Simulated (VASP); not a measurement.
**Ru: single point with PBEsol**

Ru:

```
Ru
1.0
     2.76500    0.00000    0.00000
    -1.38250    2.39456    0.00000
     0.00000    0.00000    3.94620
Ru
2
Direct
  0.33333 0.66667 0.25000
  0.66667 0.33333 0.75000
```

```json
{
  "Program": "VASP 6.6.1",
  "Task": "single point",
  "Functional": "PBEsol",
  "Potentials or basis": "VASP PAW PBE potentials, release 64 (Ru_pv)",
  "Cutoff": "520 eV",
  "k mesh": "18 × 18 × 10",
  "Occupations": "gaussian, width 0.15 eV",
  "Spin": "no spin polarisation",
  "Dipole correction": "no",
  "Further INCAR settings": "ALGO = Normal; EDIFF = 1e-06; NBANDS = 21"
}
```

```
Pressure               : 12.7 GPa
Band gap on the k mesh : zero (band 14 reaches 14.86 eV, above the bottom of band 15 at 11.79 eV)
```

Stress tensor (GPa, compression positive):
```
-3.55  0.00  0.00
 0.00 -3.55  0.00
 0.00  0.00 45.24
```

Levels at points of the mesh, in eV from the Fermi level:
| k point | band 11 | band 12 | band 13 | band 14 | band 15 | band 16 | band 17 | band 18 |
| --- | --- | --- | --- | --- | --- | --- | --- | --- |
| (0.00, 0.00, 0.00) | -2.35 | -2.35 | -1.97 | -1.97 | -1.61 | 1.21 | 1.21 | 2.57 |
| (0.50, 0.00, 0.00) | -2.31 | -1.58 | -1.04 | 0.80 | 1.54 | 2.48 | 3.88 | 5.91 |
| (0.00, 0.00, 0.50) | -3.47 | -3.47 | -2.30 | -2.30 | 0.74 | 0.74 | 0.74 | 0.74 |
| (0.50, 0.00, 0.50) | -1.60 | -1.60 | 0.32 | 0.32 | 1.30 | 1.30 | 3.30 | 3.30 |

Run time: 31 s on 1 thread of Intel(R) Xeon(R) 6975P-C (Granite Rapids) (shared host), peak memory 0.21 GiB.

Caveat: the PAW data sets were made with another functional, which shifts forces and pressure a little.
